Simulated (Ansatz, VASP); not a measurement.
## One calculation of Li12Cd4H, two programs

```xyz
17
Lattice="6.6124 0.0000 0.0000 0.0000 6.6124 0.0000 0.0000 0.0000 6.6124" Properties=species:S:1:pos:R:3 pbc="T T T"
Li    1.8686    1.4764    1.6293
Li    5.0656    4.8936    4.9675
Li    3.3530    3.2993    3.3397
Li    4.8399    5.1210    1.6284
Li    1.6440    1.7011    4.9670
Li    0.0467   -0.0064    3.3385
Li    5.0661    1.7057    4.9677
Li    1.8707    5.1243    1.6290
Li    0.0520    3.3001    0.2036
Li    1.6445    4.8986    4.9665
Li    4.8399    1.4773    1.6280
Li    3.3580   -0.0070   -0.2414
Cd    0.0492   -0.0065   -0.0165
Cd    3.3520    3.2988   -0.0174
Cd    3.3581   -0.0070    3.5745
Cd    0.0512    3.3001    3.1764
H     3.3427   -0.0068    1.6046
```

Alike in both runs: functional LDA; k mesh 3 × 3 × 3; occupations gaussian, width 0.15 eV; no spin polarisation.

Ansatz relaxed the structure, and its values are those at the end. VASP's run is a single point on that final structure, the one shown.

```csv
,VASP,Ansatz
version,VASP 6.6.1,Ansatz 0.2.0
potentials or method,"VASP PAW LDA potentials, release 64 (Li_sv, Cd, H), cutoff 520 eV","scalar-relativistic, plane waves, PAW"
valence electrons in the cell,85,117
```

VASP gave:

| Quantity | Value |
| --- | --- |
| rms of the force components (eV/Å) | 0.008 |

**Question.** Estimate Ansatz's values.

**Answer.** rms of the force components (eV/Å): 0.005.

LDA's correlation is that of Perdew and Zunger in VASP and of Perdew and Wang (1992) in Ansatz. VASP's potentials hold 85 valence electrons a cell and Ansatz's 117, so a difference there can come from the potentials and not from the codes.

Noted on VASP's run: the cutoff is short for stress, so the pressure is rough.
